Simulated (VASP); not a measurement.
# ZnAu (P2_13) in VASP: notebook, part 2 of 3

VASP 6.6.1. Earlier steps stand in the parts before.

## Step 3: Single point, PBE

This run uses another cell than the first one, of 16.42 Å³/atom.

The input, INCAR:

```
PREC = Accurate
ENCUT = 520
EDIFF = 1E-6
ISMEAR = 0
SIGMA = 0.1
LREAL = False
LASPH = True
NELM = 60
ALGO = Fast
ISIF = 2
LWAVE = False
LCHARG = False
GGA = PE
NBANDS = 56
```

The input, KPOINTS:

```
Automatic mesh
0
Gamma
  4 4 4
```

The input, POSCAR:

```
ZnAu
1.0
    5.0834946154      0.0000000000      0.0000000000
    0.0000000000      5.0834946154      0.0000000000
    0.0000000000      0.0000000000      5.0834946154
Zn Au
4 4
Direct
    0.1535562986      0.1535562986      0.1535562986
    0.3464437014      0.8464437014      0.6535562986
    0.6535562986      0.3464437014      0.8464437014
    0.8464437014      0.6535562986      0.3464437014
    0.8490625102      0.8490625102      0.8490625102
    0.6509374898      0.1509374898      0.3490625102
    0.3490625102      0.6509374898      0.1509374898
    0.1509374898      0.3490625102      0.6509374898
```

Potentials or basis: VASP PAW PBE potentials, release 64 (Zn, Au).

Started as:

```sh
cat potpaw_PBE.64/Zn/POTCAR potpaw_PBE.64/Au/POTCAR > POTCAR
mpirun -np 1 vasp_std > vasp.out
```

OUTCAR:

```text
PREC = Accurate
   ENCUT = 520
   EDIFF = 1E-6
   ISMEAR = 0
   LREAL = False
   LASPH = True
   NELM = 60
   ISIF = 2
   GGA = PE

 ion  position               nearest neighbor table
   1  0.154  0.154  0.154-   5 2.68   6 2.72   7 2.72   8 2.72   8 2.74   7 2.74   6 2.74
   2  0.346  0.846  0.654-   6 2.68   5 2.72   7 2.72   8 2.72   5 2.74   8 2.74   7 2.74
   3  0.654  0.346  0.846-   7 2.68   6 2.72   5 2.72   8 2.72   5 2.74   6 2.74   8 2.74
   4  0.846  0.654  0.346-   8 2.68   6 2.72   7 2.72   5 2.72   7 2.74   5 2.74   6 2.74
   5  0.849  0.849  0.849-   1 2.68   2 2.72   3 2.72   4 2.72   4 2.74   3 2.74   2 2.74   6 3.14
                             6 3.14   7 3.14   8 3.14   8 3.14   7 3.14
   6  0.651  0.151  0.349-   2 2.68   1 2.72   3 2.72   4 2.72   1 2.74   4 2.74   3 2.74   7 3.14
                             8 3.14   5 3.14   5 3.14   7 3.14   8 3.14
   7  0.349  0.651  0.151-   3 2.68   2 2.72   1 2.72   4 2.72   1 2.74   2 2.74   4 2.74   6 3.14
                             8 3.14   8 3.14   6 3.14   5 3.14   5 3.14
   8  0.151  0.349  0.651-   4 2.68   2 2.72   3 2.72   1 2.72   3 2.74   1 2.74   2 2.74   6 3.14
                             7 3.14   7 3.14   5 3.14   5 3.14   6 3.14

  LATTYP: Found a simple cubic cell.
 ALAT       =     5.0834946154

  Lattice vectors:

 A1 = (   5.0834946154,   0.0000000000,   0.0000000000)
 A2 = (   0.0000000000,   5.0834946154,   0.0000000000)
 A3 = (   0.0000000000,   0.0000000000,   5.0834946154)

Analysis of symmetry for initial positions (statically):
=====================================================================
 Subroutine PRICEL returns:
 Original cell was already a primitive cell.

 Routine SETGRP: Setting up the symmetry group for a
 simple cubic supercell.

 Subroutine GETGRP returns: Found 12 space group operations
 (whereof  3 operations were pure point group operations)
 out of a pool of 48 trial point group operations.

The static configuration has the point symmetry C_3 .
 The point group associated with its full space group is T   .

Analysis of symmetry for dynamics (positions and initial velocities):
=====================================================================
 Subroutine PRICEL returns:
 Original cell was already a primitive cell.

 Routine SETGRP: Setting up the symmetry group for a
 simple cubic supercell.

 Subroutine GETGRP returns: Found 12 space group operations
 (whereof  3 operations were pure point group operations)
 out of a pool of 48 trial point group operations.

The dynamic configuration has the point symmetry C_3 .
 The point group associated with its full space group is T   .

 Subroutine INISYM returns: Found 12 space group operations
 (whereof  3 operations are pure point group operations),
 and found     1 'primitive' translations

----------------------------------------------------------------------------------------

                                     Primitive cell

  volume of cell :     131.3672

  direct lattice vectors                    reciprocal lattice vectors
[... 61 lines left out ...]
 -0.250000  0.500000  0.000000      6.000000
  0.500000  0.500000  0.000000      3.000000
  0.250000  0.250000  0.250000      8.000000
  0.500000  0.250000  0.250000     12.000000
  0.500000  0.500000  0.250000      6.000000
  0.500000  0.500000  0.500000      1.000000
   k-points           NKPTS =     11   k-points in BZ     NKDIM =     11   number of bands    NBANDS=     56
   number of dos      NEDOS =    301   number of ions     NIONS =      8
   total plane-waves  NPLWV =  64000
   dimension x,y,z NGX =    40 NGY =   40 NGZ =   40
   dimension x,y,z NGXF=    80 NGYF=   80 NGZF=   80
   ions per type =               4   4
   NGX,Y,Z   is equivalent  to a cutoff of  13.08, 13.08, 13.08 a.u.
   NGXF,Y,Z  is equivalent  to a cutoff of  26.16, 26.16, 26.16 a.u.
 SYSTEM =  unknown system
   PREC   = accura    normal or accurate (medium, high low for compatibility)
   ISTART =      0    job   : 0-new  1-cont  2-samecut
   ICHARG =      2    charge: 1-file 2-atom 10-const
   ISPIN  =      1    spin polarized calculation?
   LNONCOLLINEAR =      F non collinear calculations
   LSORBIT =      F    spin-orbit coupling
   LASPH  =      T    aspherical Exc in radial PAW
   ENCUT  =  520.0 eV  38.22 Ry    6.18 a.u.   9.45  9.45  9.45*2*pi/ulx,y,z
   NELM   =     60;   NELMIN=  2; NELMDL= -5     # of ELM steps
   EDIFF  = 0.1E-05   stopping-criterion for ELM
   LREAL  =      F    real-space projection
   EDIFFG = 0.1E-04   stopping-criterion for IOM
   NSW    =      0    number of steps for IOM
   IBRION =     -1    ionic relax: 0-MD 1-quasi-New 2-CG
   NFREE  =      0    steps in history (QN), initial steepest desc. (CG)
   ISIF   =      2    stress and relaxation
   ISYM   =      2    0-nonsym 1-usesym 2-fastsym
   POTIM  = 0.5000    time-step for ionic-motion
   TEBEG  =    0.0;   TEEND  =   0.0 temperature during run
   PSTRESS=    0.0 pullay stress
   NELECT =      92.0000    total number of electrons
   NUPDOWN=      -1.0000    fix difference up-down
   EMIN   =  10.00;   EMAX   =-10.00  energy-range for DOS
   EFERMI =   0.00;   METHOD = LEGACY
   ISMEAR =     0;   SIGMA  =   0.10  broadening in eV -4-tet -1-fermi 0-gaus
   EFERMI_NEDOS =   21; number of points for ismear=-14 and -15
   IALGO  =     68    algorithm
   IMIX   =      4    mixing-type and parameters
     AMIX     =   0.40;   BMIX     =  1.00
     AMIX_MAG =   1.60;   BMIX_MAG =  1.00
  volume/ion in A,a.u.               =      16.42       110.81
  Fermi-wavevector in a.u.,A,eV,Ry     =   1.453813  2.747307 28.756877  2.113571
  Thomas-Fermi vector in A             =   2.571036
   LORBIT       =      0    0 simple, 1 ext, 2 COOP (PROOUT), +10 PAW based schemes
   GGA     = PE    functional components
   LHFCALC =     F    Hartree Fock is set to
   AEXX    =    0.0000 exact exchange contribution
   IVDW    =     0    specifies the selected vdW correction
   LEPSILON=     F    determine dielectric tensor
   LRPA    =     F    only Hartree local field effects (RPA)
 non-spin polarized calculation
 RMM-DIIS sequential band-by-band and
 Gauss-broadening in eV      SIGMA  =   0.10
  energy-cutoff  :      520.00
  volume of cell :      131.37
 maximum number of plane-waves:      3575
 NGX is ok and might be reduce to    40
   NGX = 19   NGY = 19   NGZ = 19

 number of electron      92.0000008 magnetization

 Free energy of the ion-electron system (eV)
  ---------------------------------------------------
  ext. energy  EPLUGINS =         0.00000000
  ---------------------------------------------------
  free energy    TOTEN  =       -19.11605091 eV

  energy without entropy =      -19.10753495  energy(sigma->0) =      -19.11179293

 E-fermi :   6.1866     XC(G=0): -12.0580

 val. band max:        5.9702733640   @ k =   0.5000   0.0000   0.0000
 cond. band min:       6.2341645527   @ k =  -0.2500   0.5000   0.0000
 fundamental gap:      0.2638911888
 Fermi energy:         6.1866038742

 k-point     1 :       0.0000    0.0000    0.0000
  band No.  band energies     occupation
      1      -3.7063      2.00000
      2      -1.3331      2.00000
      3      -1.3331      2.00000
      4      -1.3331      2.00000
      5      -1.1426      2.00000
      6      -1.1426      2.00000
[... 638 lines left out ...]
     55      14.2665      0.00000
     56      14.2666      0.00000

------------------------ aborting loop because EDIFF is reached ----------------------------------------

  FORCE on cell =-STRESS in cart. coord.  units (eV):
  Direction    XX          YY          ZZ          XY          YZ          ZX
  --------------------------------------------------------------------------------------
  -------------------------------------------------------------------------------------
  Total        0.1363979      0.1363979      0.1363979      0.0000000     -0.0000000      0.0000000
  in kB        1.6635320      1.6635320      1.6635320      0.0000000     -0.0000000      0.0000000
  external PRESSURE =       1.6635320 kB  Pullay stress =       0.0000000 kB

 VOLUME and BASIS-vectors are now :
 -----------------------------------------------------------------------------
  energy-cutoff  :      520.00
  volume of cell :      131.37
      direct lattice vectors                 reciprocal lattice vectors
     5.083494615  0.000000000  0.000000000     0.196715070  0.000000000  0.000000000
     0.000000000  5.083494615  0.000000000     0.000000000  0.196715070  0.000000000
     0.000000000  0.000000000  5.083494615     0.000000000  0.000000000  0.196715070

 POSITION                                       TOTAL-FORCE (eV/Angst)
 -----------------------------------------------------------------------------------
      0.78060      0.78060      0.78060         0.005584      0.005584      0.005584
      1.76114      4.30289      3.32235        -0.005584     -0.005584      0.005584
      3.32235      1.76114      4.30289         0.005584     -0.005584     -0.005584
      4.30289      3.32235      1.76114        -0.005584      0.005584     -0.005584
      4.31620      4.31620      4.31620        -0.002239     -0.002239     -0.002239
      3.30904      0.76729      1.77446         0.002239      0.002239     -0.002239
      1.77446      3.30904      0.76729        -0.002239      0.002239      0.002239
      0.76729      1.77446      3.30904         0.002239     -0.002239      0.002239
 -----------------------------------------------------------------------------------
    total drift:                               -0.000000     -0.000000      0.000000

  FREE ENERGIE OF THE ION-ELECTRON SYSTEM (eV)
  ---------------------------------------------------
  free  energy   TOTEN  =       -19.1160509146 eV

  energy  without entropy=      -19.1075349506  energy(sigma->0) =      -19.11179293
```

Wall time 94 s (1 thread of Oxide Virtual Turin-like, shared host); peak memory 0.23 GiB.

What came out:

```yaml
Free_energy: -19.1161 eV
Pressure: 0.2 GPa
Largest_force: 0.010 eV/Å
Band_gap_on_the_k_mesh: zero (bands 46 and 47 overlap by 2.70 eV)
```

Forces in eV/Å, atoms in the order of the input:
```
Zn   0.006  0.006  0.006
Zn  -0.006 -0.006  0.006
Zn   0.006 -0.006 -0.006
Zn  -0.006  0.006 -0.006
Au  -0.002 -0.002 -0.002
Au   0.002  0.002 -0.002
Au  -0.002  0.002  0.002
Au   0.002 -0.002  0.002
```

Caveat: spin-orbit coupling is left out, which moves the levels of the heavy elements.

[end of part 2 of 3]

The gap in the log of VASP goes by the Fermi energy; the results here count the filled bands.